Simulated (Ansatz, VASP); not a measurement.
GaAg3S2 in VASP and in Ansatz

Contents of INCAR:

```
PREC = Accurate
ENCUT = 520
EDIFF = 1E-6
ISMEAR = 0
SIGMA = 0.1
LREAL = False
LASPH = True
NELM = 80
ALGO = Normal
ISIF = 2
LWAVE = False
LCHARG = False
GGA = PE
NBANDS = 38
```

Contents of KPOINTS:

```
Automatic mesh
0
Gamma
  6 6 4
```

POSCAR

```
GaAg3S2
1.0
    4.5754276000      0.0000000000      0.0000000000
   -2.2877138000      3.9624365300      0.0000000000
    0.0000000000      0.0000000000      7.1166964800
Ga Ag S
1 3 2
Direct
    0.0000000000      0.0000000000      0.5000000000
    0.5000000000      0.0000000000      0.0000000000
    0.0000000000      0.5000000000      0.0000000000
    0.5000000000      0.5000000000      0.0000000000
    0.0000000000      0.0000000000      0.2276843900
    0.0000000000      0.0000000000      0.7723156100
```

Input for Ansatz:

```yaml
crystal:
  lattice:
    - [4.5754276, 0.0, 0.0]
    - [-2.2877138, 3.96243653, 0.0]
    - [0.0, 0.0, 7.11669648]
  atoms:
    - { symbol: Ga, position: [0.0, 0.0, 0.5] }
    - { symbol: Ag, position: [0.5, 0.0, 0.0] }
    - { symbol: Ag, position: [0.0, 0.5, 0.0] }
    - { symbol: Ag, position: [0.5, 0.5, 0.0] }
    - { symbol: S, position: [0.0, 0.0, 0.22768439] }
    - { symbol: S, position: [0.0, 0.0, 0.77231561] }
basis:
  ecutwfc: 420
kpoints:
  mp_grid: { grid: [6, 6, 4] }
hamiltonian:
  xc: pbe
scf:
  occupations: { method: gaussian, width: 0.1 }
  lower_state_search: "off"
output:
  forces: true
  stress: true
  eigenvalues: true
```

Alike in both runs: task single point; functional PBE; k mesh 6 × 6 × 4; occupations gaussian, width 0.1 eV; no spin polarisation.

```csv
,VASP,Ansatz
version,VASP 6.6.1,Ansatz 0.2.0
potentials or method,"VASP PAW PBE potentials, release 64 (Ga_d, Ag, S), cutoff 520 eV","scalar-relativistic, plane waves, PAW"
valence electrons in the cell,58,82
```

|  | VASP | Ansatz | Ansatz less VASP |
| --- | --- | --- | --- |
| gap on the k mesh at the Fermi level (eV) | none | none | - |
| rms of the force components (eV/Å) | 0.827 | 0.870 | +0.0426 |

Atom by atom the forces differ by 0.043 eV/Å (rms over components). A gap of «none» marks a metal or a gap that the smearing closes. The functional is the same, so the differences come from potentials, cutoffs and numerics. VASP's potentials hold 58 valence electrons a cell and Ansatz's 82, so a difference there can come from the potentials and not from the codes.
